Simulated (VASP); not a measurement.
A run of VASP 6.6.1 is set up as follows.

Contents of INCAR:

```
SYSTEM = F
PREC = Accurate
ENCUT = 520
EDIFF = 1E-6
ISMEAR = 0
SIGMA = 0.01
LREAL = .False.
LASPH = .True.
NELM = 80
ALGO = Normal
ISIF = 2
LWAVE = .False.
LCHARG = .False.
GGA = CA
NBANDS = 22
```

KPOINTS

```
Automatic mesh
0
Gamma
  10 10 4
  0 0 0
```

Contents of POSCAR:

```
F
1.0
    2.4704060226     -1.6156446729      0.1165140155
    2.4704060226      1.6156446729      0.1165140155
   -0.2647424438      0.0000000000      6.5292187134
F
4
Direct
    0.5941752474      0.9046440903      0.5964352601
    0.0953559097      0.4058247526      0.9035647399
    0.4058247526      0.0953559097      0.4035647399
    0.9046440903      0.5941752474      0.0964352601
```

Potentials or basis: VASP PAW LDA potentials, release 64 (F).

Run with:

```sh
$ cat potpaw_LDA.64/F/POTCAR > POTCAR
$ mpirun -np 1 vasp_std > vasp.out
```

Problem. What does it give for the pressure?

Solution. -1.2 GPa.

Problem. Predict the band gap on the k mesh.

Solution. 2.62 eV.

Problem. Predict the largest force.

Solution. 0.352 eV/Å.

Forces on the atoms (eV/Å):
```
F   -0.014 -0.130  0.327
F    0.014 -0.130 -0.327
F    0.014  0.130 -0.327
F   -0.014  0.130  0.327
```

A k mesh can miss the band edges.
